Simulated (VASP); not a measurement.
# C19O in VASP: single point with LDA

Aim: the single point of C19O with LDA.

All numbers are computed with VASP 6.6.1; they aren't measurements. Logs are shortened: lines on timing, memory, paths and dates and some standing lists are left out, and cuts for length are marked.

## 1. The cell of the first run

The cell holds a slab with vacuum, 20 atoms: a = 7.398 Å, b = 7.398 Å, c = 12.000 Å, α = 90.00°, β = 90.00°, γ = 120.00°.

## 2. Single point, LDA

Contents of INCAR:

```
SYSTEM = C19O
  PREC = Accurate
  ENCUT = 1000
  EDIFF = 1E-6
  ISMEAR = 0
  SIGMA = 0.05
  LREAL = Auto
  LASPH = .TRUE.
  NELM = 120
  ALGO = Normal
  ISIF = 2
  LWAVE = .FALSE.
  LCHARG = .TRUE.
  GGA = CA
  LELF = .TRUE.
  LVHAR = .TRUE.
  NBANDS = 57
  GGA_COMPAT = .FALSE.
  NELMDL = -8
```

Contents of KPOINTS:

```
regular mesh
0
G
  2 2 1
  0 0 0
```

Contents of POSCAR:

```
C19O
1.0
    7.3980000000      0.0000000000      0.0000000000
   -3.6990000000      6.4068560000      0.0000000000
    0.0000000000      0.0000000000     12.0000000000
C O
19 1
Direct
    0.0117355318      0.0004226722      0.0691220833
    0.2325387685      0.1108634251      0.0689629167
    0.0117279769      0.3317016958      0.0691585000
    0.2326044863      0.4421405757      0.0693755833
    0.0096152612      0.6650823743      0.0690808333
    0.2345796283      0.7775763963      0.0687833333
    0.3449449618     -0.0016650913      0.0685045000
    0.5659833992      0.1088513617      0.0685040000
    0.3429946396      0.3317446186      0.0693025000
    0.5679481298      0.4442225641      0.0692969167
    0.3450414669      0.6671175378      0.0692935000
    0.5659026571      0.7775476771      0.0692824167
    0.6763566255     -0.0015430345      0.0687750833
    0.9013245025      0.1109388130      0.0690723333
    0.6783942263      0.3337779092      0.0689452500
    0.8991972399      0.4441638769      0.0691059167
    0.6783389332      0.6649960605      0.0693778333
    0.8992097184      0.7754483634      0.0691740833
    0.4571517255      1.0281209692      0.3111726667
    0.4555215513      0.8773799505      0.3282096667
```

Potentials or basis: VASP PAW LDA potentials, release 64 (C_h, O_h).

Run with:

```bash
> cat potpaw_LDA.64/C_h/POTCAR potpaw_LDA.64/O_h/POTCAR > POTCAR
> mpirun -np 1 vasp_std > vasp.out
```

OUTCAR:

```text
SYSTEM = C19O
   PREC = Accurate
   ENCUT = 1000
   EDIFF = 1E-6
   ISMEAR = 0
   LREAL = Auto
   LASPH = .TRUE.
   NELM = 120
   ISIF = 2
   GGA = CA
   NELMDL = -8

 ion  position               nearest neighbor table
   1  0.012  0.000  0.069-   2 1.41  14 1.42  18 1.44
   2  0.233  0.111  0.069-   1 1.41   9 1.42   7 1.44
   3  0.012  0.332  0.069-  14 1.41   4 1.42  16 1.44
   4  0.233  0.442  0.069-   9 1.41   3 1.42  11 1.44
   5  0.010  0.665  0.069-  18 1.41  16 1.42   6 1.44
   6  0.235  0.778  0.069-   7 1.41  11 1.42   5 1.44
[... 10 lines left out ...]
  17  0.678  0.665  0.069-  10 1.41  18 1.42  12 1.44
  18  0.899  0.775  0.069-   5 1.41  17 1.42   1 1.44
  19  0.457  0.028  0.311-  20 1.13
  20  0.456  0.877  0.328-  19 1.13

  LATTYP: Found a hexagonal cell.
 ALAT       =     7.3980000000
 C/A-ratio  =     1.6220600162

  Lattice vectors:

 A1 = (   7.3980000000,   0.0000000000,   0.0000000000)
 A2 = (  -3.6990000000,   6.4068560000,   0.0000000000)
 A3 = (   0.0000000000,   0.0000000000,  12.0000000000)

Analysis of symmetry for initial positions (statically):
=====================================================================
 Subroutine PRICEL returns:
 Original cell was already a primitive cell.

 Routine SETGRP: Setting up the symmetry group for a
 hexagonal supercell.

 Subroutine GETGRP returns: Found  1 space group operations
 (whereof  1 operations were pure point group operations)
 out of a pool of 24 trial point group operations.

The static configuration has the point symmetry C_1 .

Analysis of symmetry for dynamics (positions and initial velocities):
=====================================================================
 Subroutine PRICEL returns:
 Original cell was already a primitive cell.

 Routine SETGRP: Setting up the symmetry group for a
 hexagonal supercell.

 Subroutine GETGRP returns: Found  1 space group operations
 (whereof  1 operations were pure point group operations)
 out of a pool of 24 trial point group operations.

The dynamic configuration has the point symmetry C_1 .

 Subroutine INISYM returns: Found  1 space group operations
 (whereof  1 operations are pure point group operations),
 and found     1 'primitive' translations

----------------------------------------------------------------------------------------

                                     Primitive cell

  volume of cell :     568.7750

  direct lattice vectors                    reciprocal lattice vectors
     7.398000000  0.000000000  0.000000000     0.135171668  0.078041398  0.000000000
    -3.699000000  6.406856000  0.000000000     0.000000000  0.156082796  0.000000000
     0.000000000  0.000000000 12.000000000     0.000000000  0.000000000  0.083333333

  length of vectors
     7.398000000  7.398000054 12.000000000     0.156082797  0.156082796  0.083333333

  position of ions in fractional coordinates (direct lattice)
     0.011735532  0.000422672  0.069122083
     0.232538768  0.110863425  0.068962917
     0.011727977  0.331701696  0.069158500
     0.232604486  0.442140576  0.069375583
     0.009615261  0.665082374  0.069080833
     0.234579628  0.777576396  0.068783333
[... 12 lines left out ...]
     0.457151725  0.028120969  0.311172667
     0.455521551  0.877379950  0.328209667

  ion indices of the primitive-cell ions
   primitive index   ion index
                 1           1
                 2           2
                 3           3
                 4           4
                 5           5
                 6           6
[... 12 lines left out ...]
                19          19
                20          20

----------------------------------------------------------------------------------------

 KPOINTS: regular mesh

Automatic generation of k-mesh.
 Grid dimensions read from file:
 generate k-points for:    2    2    1

 Generating k-lattice:

  Cartesian coordinates                     Fractional coordinates (reciprocal lattice)
     0.067585834  0.039020699  0.000000000     0.500000000  0.000000000  0.000000000
     0.000000000  0.078041398  0.000000000     0.000000000  0.500000000  0.000000000
     0.000000000  0.000000000  0.083333333     0.000000000  0.000000000  1.000000000

  Length of vectors
     0.078041399  0.078041398  0.083333333

  Shift w.r.t. Gamma in fractional coordinates (k-lattice)
     0.000000000  0.000000000  0.000000000

 Subroutine IBZKPT returns following result:
 ===========================================

 Found      4 irreducible k-points:

 Following reciprocal coordinates:
            Coordinates               Weight
  0.000000  0.000000  0.000000      1.000000
  0.500000  0.000000  0.000000      1.000000
  0.000000  0.500000  0.000000      1.000000
  0.500000  0.500000  0.000000      1.000000
   k-points           NKPTS =      4   k-points in BZ     NKDIM =      4   number of bands    NBANDS=     57
   number of dos      NEDOS =    301   number of ions     NIONS =     20
   total plane-waves  NPLWV = 806400
   dimension x,y,z NGX =    80 NGY =   80 NGZ =  126
   dimension x,y,z NGXF=   160 NGYF=  160 NGZF=  252
   ions per type =              19   1
   NGX,Y,Z   is equivalent  to a cutoff of  17.98, 17.98, 17.46 a.u.
   NGXF,Y,Z  is equivalent  to a cutoff of  35.95, 35.95, 34.91 a.u.
 SYSTEM =  C19O
   PREC   = accura    normal or accurate (medium, high low for compatibility)
   ISTART =      0    job   : 0-new  1-cont  2-samecut
   ICHARG =      2    charge: 1-file 2-atom 10-const
   ISPIN  =      1    spin polarized calculation?
   LNONCOLLINEAR =      F non collinear calculations
   LSORBIT =      F    spin-orbit coupling
   LASPH  =      T    aspherical Exc in radial PAW
   ENCUT  = 1000.0 eV  73.50 Ry    8.57 a.u.  19.08 19.08 30.94*2*pi/ulx,y,z
   NELM   =    120;   NELMIN=  2; NELMDL= -8     # of ELM steps
   EDIFF  = 0.1E-05   stopping-criterion for ELM
   LREAL  =      T    real-space projection
   EDIFFG = 0.1E-04   stopping-criterion for IOM
   NSW    =      0    number of steps for IOM
   IBRION =     -1    ionic relax: 0-MD 1-quasi-New 2-CG
   NFREE  =      0    steps in history (QN), initial steepest desc. (CG)
   ISIF   =      2    stress and relaxation
   ISYM   =      2    0-nonsym 1-usesym 2-fastsym
   POTIM  = 0.5000    time-step for ionic-motion
   TEBEG  =    0.0;   TEEND  =   0.0 temperature during run
   PSTRESS=    0.0 pullay stress
   NELECT =      82.0000    total number of electrons
   NUPDOWN=      -1.0000    fix difference up-down
   EMIN   =  10.00;   EMAX   =-10.00  energy-range for DOS
   EFERMI =   0.00;   METHOD = LEGACY
   ISMEAR =     0;   SIGMA  =   0.05  broadening in eV -4-tet -1-fermi 0-gaus
   EFERMI_NEDOS =   21; number of points for ismear=-14 and -15
   IALGO  =     38    algorithm
   IMIX   =      4    mixing-type and parameters
     AMIX     =   0.40;   BMIX     =  1.00
     AMIX_MAG =   1.60;   BMIX_MAG =  1.00
  volume/ion in A,a.u.               =      28.44       191.91
  Fermi-wavevector in a.u.,A,eV,Ry     =   0.858419  1.622176 10.025902  0.736883
  Thomas-Fermi vector in A             =   1.975621
   LORBIT       =      0    0 simple, 1 ext, 2 COOP (PROOUT), +10 PAW based schemes
   GGA     = CA    functional components
   LHFCALC =     F    Hartree Fock is set to
   AEXX    =    0.0000 exact exchange contribution
   IVDW    =     0    specifies the selected vdW correction
   LEPSILON=     F    determine dielectric tensor
   LRPA    =     F    only Hartree local field effects (RPA)
 non-spin polarized calculation
 Gauss-broadening in eV      SIGMA  =   0.05
  energy-cutoff  :     1000.00
  volume of cell :      568.78
 maximum number of plane-waves:     40810
 NGX is ok and might be reduce to    80
   NGX = 39   NGY = 39   NGZ = 61

 number of electron      81.9999999 magnetization

 Free energy of the ion-electron system (eV)
  ---------------------------------------------------
  ext. energy  EPLUGINS =         0.00000000
  ---------------------------------------------------
  free energy    TOTEN  =      -197.09898733 eV

  energy without entropy =     -197.09870846  energy(sigma->0) =     -197.09884790

 E-fermi :  -1.5525     XC(G=0):  -4.2824

 val. band max:       -1.6538410264   @ k =   0.0000   0.0000   0.0000
 cond. band min:      -1.4504130420   @ k =   0.0000   0.0000   0.0000
 fundamental gap:      0.2034279844
 Fermi energy:        -1.5524956411

 k-point     1 :       0.0000    0.0000    0.0000
  band No.  band energies     occupation
      1     -26.0995      2.00000
      2     -20.8395      2.00000
      3     -18.3669      2.00000
      4     -18.3512      2.00000
      5     -18.2332      2.00000
      6     -18.2295      2.00000
[... 45 lines left out ...]
     52       3.4308      0.00000
     53       3.4381      0.00000

 k-point     2 :       0.5000    0.0000    0.0000
  band No.  band energies     occupation
      1     -26.0995      2.00000
      2     -20.1921      2.00000
      3     -20.1878      2.00000
      4     -18.9509      2.00000
      5     -18.8601      2.00000
      6     -16.4688      2.00000
[... 45 lines left out ...]
     52       4.1940      0.00000
     53       4.2383      0.00000

 k-point     3 :       0.0000    0.5000    0.0000
  band No.  band energies     occupation
      1     -26.0995      2.00000
      2     -20.1956      2.00000
      3     -20.1843      2.00000
      4     -18.9515      2.00000
      5     -18.8593      2.00000
      6     -16.4707      2.00000
[... 45 lines left out ...]
     52       4.0410      0.00000
     53       4.4145      0.00000

 k-point     4 :       0.5000    0.5000    0.0000
  band No.  band energies     occupation
      1     -26.0995      2.00000
      2     -20.1954      2.00000
      3     -20.1845      2.00000
      4     -18.9515      2.00000
      5     -18.8593      2.00000
      6     -16.4706      2.00000
[... 45 lines left out ...]
     52       4.0448      0.00000
     53       4.4139      0.00000
 [bands above 53 left out]

------------------------ aborting loop because EDIFF is reached ----------------------------------------

  FORCE on cell =-STRESS in cart. coord.  units (eV):
  Direction    XX          YY          ZZ          XY          YZ          ZX
  --------------------------------------------------------------------------------------
  -------------------------------------------------------------------------------------
  Total       -9.2672838     -9.2344884     -0.0917589     -0.0177896     -0.0391771      0.0201531
  in kB      -26.1049287    -26.0125474     -0.2584748     -0.0501113     -0.1103576      0.0567692
  external PRESSURE =     -17.4586503 kB  Pullay stress =       0.0000000 kB

 VOLUME and BASIS-vectors are now :
 -----------------------------------------------------------------------------
  energy-cutoff  :     1000.00
  volume of cell :      568.78
      direct lattice vectors                 reciprocal lattice vectors
     7.398000000  0.000000000  0.000000000     0.135171668  0.078041398  0.000000000
    -3.699000000  6.406856000  0.000000000     0.000000000  0.156082796  0.000000000
     0.000000000  0.000000000 12.000000000     0.000000000  0.000000000  0.083333333

 POSITION                                       TOTAL-FORCE (eV/Angst)
 -----------------------------------------------------------------------------------
      0.08526      0.00271      0.82946        -0.002490      0.000530      0.000292
      1.31024      0.71029      0.82756         0.004737     -0.002810     -0.000484
     -1.14020      2.12516      0.82990        -0.005085      0.004361      0.000889
      0.08533      2.83273      0.83251         0.001919     -0.001060     -0.000302
     -2.38901      4.26109      0.82897        -0.000437      0.000259     -0.000777
     -1.14083      4.98182      0.82540        -0.000359     -0.002132     -0.002215
[... 12 lines left out ...]
      3.27799      0.18017      3.73407        -0.088540      0.155750     -0.034150
      0.12452      5.62125      3.93852         0.089600     -0.157534      0.034508
 -----------------------------------------------------------------------------------
    total drift:                               -0.000691      0.001301      0.002758

  FREE ENERGIE OF THE ION-ELECTRON SYSTEM (eV)
  ---------------------------------------------------
  free  energy   TOTEN  =      -197.0989873325 eV

  energy  without entropy=     -197.0987084577  energy(sigma->0) =     -197.09884790
```

It took 17 min on 1 thread of Intel Xeon Platinum 8259CL at 2.50GHz (Skylake/Cascade Lake), shared host; peak memory 1 GiB.

What came out:

| Item | Value |
| --- | --- |
| Free energy | -197.0990 eV |
| Largest force | 0.184 eV/Å |
| Band gap on the k mesh | 0.20 eV |

Forces in eV/Å, atoms in the order of the input:
```
C   -0.002  0.001  0.000
C    0.005 -0.003  0.000
C   -0.005  0.004  0.001
C    0.002 -0.001  0.000
C    0.000  0.000 -0.001
C    0.000 -0.002 -0.002
C   -0.002  0.003  0.001
C    0.000  0.002  0.000
C    0.000  0.003  0.001
C   -0.001 -0.004  0.001
C   -0.002 -0.001  0.001
C    0.004 -0.002  0.003
C    0.001  0.002 -0.003
C    0.000 -0.003  0.000
C   -0.002  0.000  0.000
C    0.004 -0.003  0.001
C   -0.004  0.002 -0.001
C    0.002  0.003  0.000
C   -0.089  0.156 -0.034
O    0.090 -0.158  0.035
```

Caveat: the k points lie up to 0.49 Å⁻¹ apart; there is no dipole correction, which matters where the two faces differ.
